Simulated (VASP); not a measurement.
# AlFe (Pm-3m) in VASP: settings compared, part 2 of 2

VASP 6.6.1. The steps go on from the part before.

### Step 3. Single point, HF, collinear spin, ferromagnetic start

File POSCAR:

```
AlFe
1.0
    2.9100000000      0.0000000000      0.0000000000
    0.0000000000      2.9100000000      0.0000000000
    0.0000000000      0.0000000000      2.9100000000
Fe Al
1 1
Direct
    0.5000000000      0.5000000000      0.5000000000
    0.0000000000      0.0000000000      0.0000000000
```

File INCAR.step1:

```
PREC = Accurate
ENCUT = 520
EDIFF = 1E-5
ISMEAR = -1
SIGMA = 0.05
LREAL = F
LASPH = T
NELM = 150
ALGO = Normal
ISIF = 2
LWAVE = T
ISPIN = 2
MAGMOM = 3 0
LORBIT = 11
LMAXMIX = 4
NBANDS = 16
GGA = PE
```

File INCAR.step2:

```
PREC = Accurate
ENCUT = 520
EDIFF = 1E-6
ISMEAR = -1
SIGMA = 0.05
LREAL = F
LASPH = T
NELM = 150
ALGO = Normal
ISIF = 2
LWAVE = F
LCHARG = T
ISPIN = 2
MAGMOM = 3 0
LORBIT = 11
LMAXMIX = 4
GGA = PE
LHFCALC = T
AEXX = 1.0
ALDAC = 0.0
AGGAC = 0.0
PRECFOCK = Normal
LELF = T
LVHAR = T
NBANDS = 16
ISTART = 1
```

File KPOINTS:

```
Automatic mesh
0
Gamma
  5 5 5
```

Potentials or basis: VASP PAW PBE potentials, release 64 (Fe, Al).

Run with:

```console
$ cat potpaw_PBE.64/Fe/POTCAR potpaw_PBE.64/Al/POTCAR > POTCAR
$ cp INCAR.step1 INCAR
$ mpirun -np 1 vasp_std > vasp.out
$ cp INCAR.step2 INCAR
$ mpirun -np 1 vasp_std > vasp.out
```

OUTCAR:

```text
PREC = Accurate
   ENCUT = 520
   EDIFF = 1E-6
   ISMEAR = -1
   LREAL = F
   LASPH = T
   NELM = 150
   ISIF = 2
   ISPIN = 2
   LORBIT = 11
   GGA = PE
   LHFCALC = T
   AEXX = 1.0
   PRECFOCK = Normal
   ISTART = 1

 ion  position               nearest neighbor table
   1  0.500  0.500  0.500-   2 2.52   2 2.52   2 2.52   2 2.52   2 2.52   2 2.52   2 2.52   2 2.52

   2  0.000  0.000  0.000-   1 2.52   1 2.52   1 2.52   1 2.52   1 2.52   1 2.52   1 2.52   1 2.52

  LATTYP: Found a simple cubic cell.
 ALAT       =     2.9100000000

  Lattice vectors:

 A1 = (   2.9100000000,   0.0000000000,   0.0000000000)
 A2 = (   0.0000000000,   2.9100000000,   0.0000000000)
 A3 = (   0.0000000000,   0.0000000000,   2.9100000000)

Analysis of symmetry for initial positions (statically):
=====================================================================
 Subroutine PRICEL returns:
 Original cell was already a primitive cell.

 Routine SETGRP: Setting up the symmetry group for a
 simple cubic supercell.

 Subroutine GETGRP returns: Found 48 space group operations
 (whereof 48 operations were pure point group operations)
 out of a pool of 48 trial point group operations.

The static configuration has the point symmetry O_h .

Analysis of symmetry for dynamics (positions and initial velocities):
=====================================================================
 Subroutine PRICEL returns:
 Original cell was already a primitive cell.

 Routine SETGRP: Setting up the symmetry group for a
 simple cubic supercell.

 Subroutine GETGRP returns: Found 48 space group operations
 (whereof 48 operations were pure point group operations)
 out of a pool of 48 trial point group operations.

The dynamic configuration has the point symmetry O_h .

Analysis of structural, dynamic, and magnetic symmetry:
=====================================================================
[... 148 lines left out ...]

  energy without entropy =      -32.70791250  energy(sigma->0) =      -32.70791250

 E-fermi :  11.4479     XC(G=0):   0.0000

 val. band max:       10.4947472120   @ k =   0.4000   0.2000   0.2000
 cond. band min:      12.3793332020   @ k =   0.4000   0.4000   0.4000
 fundamental gap:      1.8845859901
 Fermi energy:        11.4479276357

 spin component 1

 k-point     1 :       0.0000    0.0000    0.0000
  band No.  band energies     occupation
      1      -8.9429      1.00000
      2      -7.6391      1.00000
      3      -7.6391      1.00000
      4      -6.7205      1.00000
      5      -6.7205      1.00000
      6      -6.7204      1.00000
[... 166 lines left out ...]
      2      -7.6728      1.00000
      3      -7.6728      1.00000
      4      -6.2890      1.00000
      5      -6.2890      1.00000
      6       5.2324      1.00000
[... 8 lines left out ...]
     15      42.7051      0.00000
     16      42.7052      0.00000
 Fermi energy:        11.4479276357

 spin component 2

 k-point     1 :       0.0000    0.0000    0.0000
  band No.  band energies     occupation
      1     -10.5557      1.00000
      2       4.6573      1.00000
      3       4.6573      1.00000
      4      18.7443      0.00000
      5      18.7444      0.00000
      6      18.7444      0.00000
[... 167 lines left out ...]
      3       4.1471      1.00000
      4       9.0274      1.00000
      5      12.3793      0.00000
      6      12.3796      0.00000
[... 8 lines left out ...]
     15      41.9344      0.00000
     16      41.9344      0.00000

------------------------ aborting loop because EDIFF is reached ----------------------------------------

  FORCE on cell =-STRESS in cart. coord.  units (eV):
  Direction    XX          YY          ZZ          XY          YZ          ZX
  --------------------------------------------------------------------------------------
  -------------------------------------------------------------------------------------
  Total        8.0760710      8.0760710      8.0760710      0.0000000      0.0000000      0.0000000
  in kB      525.0875790    525.0875790    525.0875790      0.0000000      0.0000000      0.0000000
  external PRESSURE =     525.0875790 kB  Pullay stress =       0.0000000 kB

 VOLUME and BASIS-vectors are now :
 -----------------------------------------------------------------------------
  energy-cutoff  :      520.00
  volume of cell :       24.64
      direct lattice vectors                 reciprocal lattice vectors
     2.910000000  0.000000000  0.000000000     0.343642612  0.000000000  0.000000000
     0.000000000  2.910000000  0.000000000     0.000000000  0.343642612  0.000000000
     0.000000000  0.000000000  2.910000000     0.000000000  0.000000000  0.343642612

 POSITION                                       TOTAL-FORCE (eV/Angst)
 -----------------------------------------------------------------------------------
      1.45500      1.45500      1.45500         0.000000      0.000000      0.000000
      0.00000      0.00000      0.00000         0.000000      0.000000      0.000000
 -----------------------------------------------------------------------------------
    total drift:                               -0.000026     -0.000085     -0.000029

  FREE ENERGIE OF THE ION-ELECTRON SYSTEM (eV)
  ---------------------------------------------------
  free  energy   TOTEN  =       -32.7079125049 eV

  energy  without entropy=      -32.7079125029  energy(sigma->0) =      -32.70791250

 total charge

# of ion       s       p       d       tot
------------------------------------------
    1        0.552   0.633   5.957   7.142
    2        3.477   0.497   0.000   3.973
--------------------------------------------------
tot          4.028   1.130   5.957  11.116

 magnetization (x)

# of ion       s       p       d       tot
------------------------------------------
    1        0.002  -0.097   3.703   3.607
    2        0.372  -0.128   0.000   0.244
--------------------------------------------------
tot          0.374  -0.225   3.703   3.852
```

OSZICAR.step1:

```text
N       E                     dE             d eps       ncg     rms          rms(c)
DAV:   1     0.328147064957E+02    0.32815E+02   -0.44041E+03   640   0.698E+02
DAV:   2    -0.125523312656E+02   -0.45367E+02   -0.40284E+02   752   0.144E+02
DAV:   3    -0.140753430633E+02   -0.15230E+01   -0.15057E+01   784   0.276E+01
DAV:   4    -0.140957524191E+02   -0.20409E-01   -0.20403E-01   808   0.284E+00
DAV:   5    -0.140964438795E+02   -0.69146E-03   -0.69145E-03   856   0.590E-01    0.142E+01
DAV:   6    -0.160037402384E+02   -0.19073E+01   -0.45105E+01   776   0.716E+01    0.176E+01
DAV:   7    -0.126556648121E+02    0.33481E+01   -0.24915E+01   760   0.462E+01    0.292E+00
DAV:   8    -0.126369326671E+02    0.18732E-01   -0.14379E-01   840   0.270E+00    0.153E+00
DAV:   9    -0.126262613718E+02    0.10671E-01   -0.13914E-02   888   0.117E+00    0.104E+00
DAV:  10    -0.126228761692E+02    0.33852E-02   -0.24802E-03   792   0.429E-01    0.198E-01
DAV:  11    -0.126229186116E+02   -0.42442E-04   -0.18053E-04   816   0.125E-01    0.954E-02
DAV:  12    -0.126229122398E+02    0.63718E-05   -0.52003E-06   608   0.196E-02
   1 F= -.12622912E+02 E0= -.12611867E+02  d E =-.220905E-01  mag=     0.8732
```

Run time: 43 min. Hardware: 1 thread of Intel Xeon Platinum 8259CL at 2.50GHz (Skylake/Cascade Lake), shared host; peak memory 0.16 GiB.

Results:

```yaml
Free_energy: -32.7079 eV
Pressure: 52.5 GPa
Band_gap_on_the_k_mesh: zero (filled and empty bands overlap)
Net_moment: 3.02 μB per cell
Site_moments: Fe +3.61; Al +0.24 μB
```

Caveat: the k points lie up to 0.43 Å⁻¹ apart, too coarse for converged energies and pressures of a metal; the PAW data sets were made with another functional, which shifts forces and pressure a little.

The gap in the log of VASP goes by the Fermi energy; the results here count the filled bands.